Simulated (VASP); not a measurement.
Here is a VASP 6.6.1 calculation.

INCAR

```
PREC = Accurate ; ENCUT = 600
EDIFF = 1E-7 ; ISMEAR = -1
SIGMA = 0.05 ; LREAL = F
LASPH = T ; NELM = 150
ALGO = Normal ; ISIF = 3
LWAVE = F ; LCHARG = F
ISPIN = 2 ; MAGMOM = 3
LORBIT = 11 ; LMAXMIX = 4
GGA = RP ; IBRION = 2
NSW = 80 ; EDIFFG = -0.01
```

The input KPOINTS:

```
regular mesh
0
Gamma
  15 15 15
```

Contents of POSCAR:

```
Mn
1.0
   -1.4321439648      1.4321439648      1.4321439648
    1.4321439648     -1.4321439648      1.4321439648
    1.4321439648      1.4321439648     -1.4321439648
Mn
1
Direct
    0.0000000000      0.0000000000      0.0000000000
```

Potentials or basis: VASP PAW PBE potentials, release 64 (Mn_pv).

The run is started by

```console
$ cat potpaw_PBE.64/Mn_pv/POTCAR > POTCAR
$ mpirun -np 1 vasp_std > vasp.out
```

(1) Predict the space group after relaxing (to 0.05 Å).

(2) Estimate the net moment.

(3) Predict the site moments.

(4) Predict the relaxed cell.

## Answers

(1) Im-3m (No. 229).

(2) 0.86 μB per cell.

(3) Mn +0.86 μB.

(4) a = 2.439 Å, b = 2.439 Å, c = 2.439 Å, α = 109.47°, β = 109.47°, γ = 109.47°.
